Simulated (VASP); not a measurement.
# Y (P6_3/mmc) in VASP: notebook

Y is run at these levels: LDA; tasks: single point.

All numbers are computed with VASP 6.6.1; they aren't measurements. Logs are shortened: lines on timing, memory, paths and dates and some standing lists are left out, and cuts for length are marked.

## 1. The cell of the first run

It takes space group P6_3/mmc (No. 194, hexagonal). The conventional cell has a = 3.530 Å, b = 3.530 Å, c = 5.539 Å, α = 90.00°, β = 90.00°, γ = 120.00°. Y (site symmetry -6m2) has 12 Y at 3.44 to 3.53 Å within 4.5 Å.

## 2. Single point, LDA

Input file INCAR:

```
SYSTEM = Y
PREC     = Accurate       ! precision mode
ENCUT    = 520            ! plane-wave cutoff, eV
EDIFF    = 1E-7           ! SCF threshold, eV
ISMEAR   = -1             ! smearing method
SIGMA    = 0.05           ! smearing width, eV
LREAL    = .FALSE.        ! projectors in reciprocal space
LASPH    = .TRUE.         ! aspherical terms in the spheres
NELM     = 100            ! most SCF steps
ALGO     = Normal         ! electronic algorithm
ISIF     = 2              ! what is computed and relaxed
LWAVE    = .FALSE.        ! write WAVECAR
LCHARG   = .FALSE.        ! write CHGCAR
NBANDS   = 18             ! bands
```

Input file KPOINTS:

```
Automatic mesh
0
G
  8 8 5
  0 0 0
```

Input file POSCAR:

```
Y
1.0
    3.5301840438      0.0000000000      0.0000000000
   -1.7650920219      3.0572290620      0.0000000000
    0.0000000000      0.0000000000      5.5385896907
Y
2
Direct
    0.6666666667      0.3333333333      0.7500000000
    0.3333333333      0.6666666667      0.2500000000
```

Potentials or basis: VASP PAW LDA potentials, release 64 (Y_sv).

Launch:

```console
cat potpaw_LDA.64/Y_sv/POTCAR > POTCAR
mpirun -np 1 vasp_std > vasp.out
```

OUTCAR:

```text
SYSTEM = Y
   PREC = Accurate
   ENCUT = 520
   EDIFF = 1E-7
   ISMEAR = -1
   LREAL = .FALSE.
   LASPH = .TRUE.
   NELM = 100
   ISIF = 2

 ion  position               nearest neighbor table
   1  0.667  0.333  0.750-   2 3.44   2 3.44   2 3.44   2 3.44   2 3.44   2 3.44
   2  0.333  0.667  0.250-   1 3.44   1 3.44   1 3.44   1 3.44   1 3.44   1 3.44

  LATTYP: Found a hexagonal cell.
 ALAT       =     3.5301840438
 C/A-ratio  =     1.5689237790

  Lattice vectors:

 A1 = (   3.5301840438,   0.0000000000,   0.0000000000)
 A2 = (  -1.7650920219,   3.0572290620,   0.0000000000)
 A3 = (   0.0000000000,   0.0000000000,   5.5385896907)

Analysis of symmetry for initial positions (statically):
=====================================================================
 Subroutine PRICEL returns:
 Original cell was already a primitive cell.

 Routine SETGRP: Setting up the symmetry group for a
 hexagonal supercell.

 Subroutine GETGRP returns: Found 24 space group operations
 (whereof 12 operations were pure point group operations)
 out of a pool of 24 trial point group operations.

The static configuration has the point symmetry D_3d.
 The point group associated with its full space group is D_6h.

Analysis of symmetry for dynamics (positions and initial velocities):
=====================================================================
 Subroutine PRICEL returns:
 Original cell was already a primitive cell.

 Routine SETGRP: Setting up the symmetry group for a
 hexagonal supercell.

 Subroutine GETGRP returns: Found 24 space group operations
 (whereof 12 operations were pure point group operations)
 out of a pool of 24 trial point group operations.

The dynamic configuration has the point symmetry D_3d.
 The point group associated with its full space group is D_6h.

 Subroutine INISYM returns: Found 24 space group operations
 (whereof 12 operations are pure point group operations),
 and found     1 'primitive' translations

----------------------------------------------------------------------------------------

                                     Primitive cell

  volume of cell :      59.7757

  direct lattice vectors                    reciprocal lattice vectors
     3.530184044  0.000000000  0.000000000     0.283271350  0.163546790  0.000000000
    -1.765092022  3.057229062  0.000000000     0.000000000  0.327093580  0.000000000
     0.000000000  0.000000000  5.538589691     0.000000000  0.000000000  0.180551378

  length of vectors
     3.530184044  3.530184044  5.538589691     0.327093580  0.327093580  0.180551378

  position of ions in fractional coordinates (direct lattice)
     0.666666667  0.333333333  0.750000000
     0.333333333  0.666666667  0.250000000

  ion indices of the primitive-cell ions
   primitive index   ion index
                 1           1
                 2           2

----------------------------------------------------------------------------------------

 KPOINTS: Automatic mesh

Automatic generation of k-mesh.
 Grid dimensions read from file:
 generate k-points for:    8    8    5

 Generating k-lattice:

  Cartesian coordinates                     Fractional coordinates (reciprocal lattice)
     0.035408919  0.020443349  0.000000000     0.125000000 -0.000000000  0.000000000
     0.000000000  0.040886698  0.000000000     0.000000000  0.125000000  0.000000000
     0.000000000  0.000000000  0.036110276     0.000000000  0.000000000  0.200000000

  Length of vectors
     0.040886698  0.040886698  0.036110276

  Shift w.r.t. Gamma in fractional coordinates (k-lattice)
     0.000000000  0.000000000  0.000000000

 Subroutine IBZKPT returns following result:
 ===========================================

 Found     30 irreducible k-points:

 Following reciprocal coordinates:
            Coordinates               Weight
  0.000000  0.000000  0.000000      1.000000
  0.125000  0.000000  0.000000      6.000000
  0.250000  0.000000  0.000000      6.000000
  0.375000  0.000000  0.000000      6.000000
  0.500000  0.000000  0.000000      3.000000
  0.125000  0.125000  0.000000      6.000000
[... 16 lines left out ...]
  0.250000  0.000000  0.400000     12.000000
  0.375000  0.000000  0.400000     12.000000
 [... further k-points ...]
   k-points           NKPTS =     30   k-points in BZ     NKDIM =     30   number of bands    NBANDS=     18
   number of dos      NEDOS =    301   number of ions     NIONS =      2
   total plane-waves  NPLWV =  32928
   dimension x,y,z NGX =    28 NGY =   28 NGZ =   42
   dimension x,y,z NGXF=    56 NGYF=   56 NGZF=   84
   ions per type =               2
   NGX,Y,Z   is equivalent  to a cutoff of  13.19, 13.19, 12.61 a.u.
   NGXF,Y,Z  is equivalent  to a cutoff of  26.37, 26.37, 25.21 a.u.
 SYSTEM =  Y
   PREC   = accura    normal or accurate (medium, high low for compatibility)
   ISTART =      0    job   : 0-new  1-cont  2-samecut
   ICHARG =      2    charge: 1-file 2-atom 10-const
   ISPIN  =      1    spin polarized calculation?
   LNONCOLLINEAR =      F non collinear calculations
   LSORBIT =      F    spin-orbit coupling
   LASPH  =      T    aspherical Exc in radial PAW
   ENCUT  =  520.0 eV  38.22 Ry    6.18 a.u.   6.56  6.56 10.30*2*pi/ulx,y,z
   NELM   =    100;   NELMIN=  2; NELMDL= -5     # of ELM steps
   EDIFF  = 0.1E-06   stopping-criterion for ELM
   LREAL  =      F    real-space projection
   EDIFFG = 0.1E-05   stopping-criterion for IOM
   NSW    =      0    number of steps for IOM
   IBRION =     -1    ionic relax: 0-MD 1-quasi-New 2-CG
   NFREE  =      0    steps in history (QN), initial steepest desc. (CG)
   ISIF   =      2    stress and relaxation
   ISYM   =      2    0-nonsym 1-usesym 2-fastsym
   POTIM  = 0.5000    time-step for ionic-motion
   TEBEG  =    0.0;   TEEND  =   0.0 temperature during run
   PSTRESS=    0.0 pullay stress
   NELECT =      22.0000    total number of electrons
   NUPDOWN=      -1.0000    fix difference up-down
   EMIN   =  10.00;   EMAX   =-10.00  energy-range for DOS
   EFERMI =   0.00;   METHOD = LEGACY
   ISMEAR =    -1;   SIGMA  =   0.05  broadening in eV -4-tet -1-fermi 0-gaus
   EFERMI_NEDOS =   21; number of points for ismear=-14 and -15
   IALGO  =     38    algorithm
   IMIX   =      4    mixing-type and parameters
     AMIX     =   0.40;   BMIX     =  1.00
     AMIX_MAG =   1.60;   BMIX_MAG =  1.00
  volume/ion in A,a.u.               =      29.89       201.69
  Fermi-wavevector in a.u.,A,eV,Ry     =   1.173206  2.217038 18.727222  1.376412
  Thomas-Fermi vector in A             =   2.309623
   LORBIT       =      0    0 simple, 1 ext, 2 COOP (PROOUT), +10 PAW based schemes
   GGA     = CA    functional components
   LHFCALC =     F    Hartree Fock is set to
   AEXX    =    0.0000 exact exchange contribution
   IVDW    =     0    specifies the selected vdW correction
   LEPSILON=     F    determine dielectric tensor
   LRPA    =     F    only Hartree local field effects (RPA)
 non-spin polarized calculation
  energy-cutoff  :      520.00
  volume of cell :       59.78
 maximum number of plane-waves:      1641
 NGX is ok and might be reduce to    28
   NGX = 13   NGY = 13   NGZ = 21

 number of electron      22.0000000 magnetization

 Free energy of the ion-electron system (eV)
  ---------------------------------------------------
  ext. energy  EPLUGINS =         0.00000000
  ---------------------------------------------------
  free energy    TOTEN  =       -13.89975287 eV

  energy without entropy =      -13.86120773  energy(sigma->0) =      -13.88048030

 E-fermi :   3.2847     XC(G=0): -10.0146

 val. band max:        3.2755710416   @ k =   0.3750   0.1250   0.0000
 cond. band min:       3.2905227489   @ k =   0.3750   0.2500   0.4000
 fundamental gap:      0.0149517073
 Fermi energy:         3.2847025265

 k-point     1 :       0.0000    0.0000    0.0000
  band No.  band energies     occupation
      1     -38.9290      2.00000
      2     -38.8160      2.00000
      3     -19.4644      2.00000
      4     -18.8039      2.00000
      5     -18.8039      2.00000
      6     -18.6824      2.00000
[... 10 lines left out ...]
     17       6.2319      0.00000
     18       6.2319      0.00000

 k-point     2 :       0.1250    0.0000    0.0000
  band No.  band energies     occupation
      1     -38.9173      2.00000
      2     -38.8119      2.00000
      3     -19.4266      2.00000
      4     -18.8814      2.00000
      5     -18.8298      2.00000
      6     -18.7632      2.00000
[... 10 lines left out ...]
     17       5.9147      0.00000
     18       6.0771      0.00000

 k-point     3 :       0.2500    0.0000    0.0000
  band No.  band energies     occupation
      1     -38.8875      2.00000
      2     -38.8033      2.00000
      3     -19.3246      2.00000
      4     -19.0690      2.00000
      5     -18.9477      2.00000
      6     -18.8887      2.00000
[... 10 lines left out ...]
     17       6.7102      0.00000
     18       6.9855      0.00000

 k-point     4 :       0.3750    0.0000    0.0000
  band No.  band energies     occupation
      1     -38.8537      2.00000
      2     -38.7985      2.00000
      3     -19.2559      2.00000
      4     -19.1933      2.00000
      5     -19.1196      2.00000
      6     -18.9441      2.00000
[... 375 lines left out ...]
      4     -18.9828      2.00000
      5     -18.8161      2.00000
      6     -18.7827      2.00000
[... 10 lines left out ...]
     17       7.4405      0.00000
     18       7.5313      0.00000

 k-point    23 :       0.2500    0.0000    0.4000
  band No.  band energies     occupation
      1     -38.8586      2.00000
      2     -38.8325      2.00000
      3     -19.2408      2.00000
      4     -19.1298      2.00000
      5     -18.8980      2.00000
      6     -18.8307      2.00000
[... 10 lines left out ...]
     17       7.5065      0.00000
     18       7.6552      0.00000

 k-point    24 :       0.3750    0.0000    0.4000
  band No.  band energies     occupation
      1     -38.8346      2.00000
      2     -38.8176      2.00000
      3     -19.3509      2.00000
      4     -19.2912      2.00000
      5     -18.9054      2.00000
      6     -18.8773      2.00000
[... 10 lines left out ...]
     17       8.1596      0.00000
     18       8.2901      0.00000

 [... further k-points ...]

------------------------ aborting loop because EDIFF is reached ----------------------------------------

  FORCE on cell =-STRESS in cart. coord.  units (eV):
  Direction    XX          YY          ZZ          XY          YZ          ZX
  --------------------------------------------------------------------------------------
  -------------------------------------------------------------------------------------
  Total       -0.0596577     -0.0596577     -0.0457134      0.0000000      0.0000000      0.0000000
  in kB       -1.5990152     -1.5990152     -1.2252649      0.0000000      0.0000000      0.0000000
  external PRESSURE =      -1.4744318 kB  Pullay stress =       0.0000000 kB

 VOLUME and BASIS-vectors are now :
 -----------------------------------------------------------------------------
  energy-cutoff  :      520.00
  volume of cell :       59.78
      direct lattice vectors                 reciprocal lattice vectors
     3.530184044  0.000000000  0.000000000     0.283271350  0.163546790  0.000000000
    -1.765092022  3.057229062  0.000000000     0.000000000  0.327093580  0.000000000
     0.000000000  0.000000000  5.538589691     0.000000000  0.000000000  0.180551378

 POSITION                                       TOTAL-FORCE (eV/Angst)
 -----------------------------------------------------------------------------------
      1.76509      1.01908      4.15394        -0.000000     -0.000000      0.000000
     -0.00000      2.03815      1.38465         0.000000      0.000000      0.000000
 -----------------------------------------------------------------------------------
    total drift:                               -0.000000      0.000000     -0.000000

  FREE ENERGIE OF THE ION-ELECTRON SYSTEM (eV)
  ---------------------------------------------------
  free  energy   TOTEN  =       -13.8997528691 eV

  energy  without entropy=      -13.8612077272  energy(sigma->0) =      -13.88048030
```

Run time: 27 s. Hardware: 1 thread of Intel Xeon Platinum 8488C (Sapphire Rapids), shared host; peak memory 0.17 GiB.

Results:

```
Free energy            : -13.8998 eV
Pressure               : -0.1 GPa
Band gap on the k mesh : zero (bands 11 and 12 overlap by 1.67 eV)
```

## 3. Single point, LDA

Input file INCAR:

```
SYSTEM = Y
PREC = Accurate
ENCUT = 520
EDIFF = 1E-6
ISMEAR = -1
SIGMA = 0.05
LREAL = .False.
LASPH = .True.
NELM = 60
ALGO = Normal
ISIF = 2
LWAVE = .False.
LCHARG = .True.
GGA = CA
LELF = .True.
LVHAR = .True.
NBANDS = 18
```

Input file KPOINTS:

```
Automatic mesh
0
Gamma
  8 8 5
  0 0 0
```

Input file POSCAR:

```
Y
1.0
    3.5301840443      0.0000000000      0.0000000000
   -1.7650920222      3.0572290624      0.0000000000
    0.0000000000      0.0000000000      5.5385896889
Y
2
Direct
    0.6666666667      0.3333333333      0.7500000000
    0.3333333333      0.6666666667      0.2500000000
```

Potentials or basis: VASP PAW LDA potentials, release 64 (Y_sv).

Launch:

```console
cat potpaw_LDA.64/Y_sv/POTCAR > POTCAR
mpirun -np 1 vasp_std > vasp.out
```

Wall time 22 s (1 thread of Intel Xeon Platinum 8488C (Sapphire Rapids), shared host); peak memory 0.17 GiB.

Results (log left out):

```
Free energy            : -13.8998 eV
Pressure               : -0.1 GPa
Band gap on the k mesh : zero (bands 11 and 12 overlap by 1.67 eV)
```

Levels at points of the mesh, in eV from the Fermi level:
| k point | band 8 | band 9 | band 10 | band 11 | band 12 | band 13 | band 14 | band 15 |
| --- | --- | --- | --- | --- | --- | --- | --- | --- |
| (0.00, 0.00, 0.00) | -21.92 | -4.80 | -2.01 | 1.30 | 1.79 | 1.79 | 2.13 | 2.47 |
| (0.50, 0.00, 0.00) | -22.04 | -1.70 | -1.37 | -0.95 | 0.14 | 1.49 | 1.56 | 2.25 |
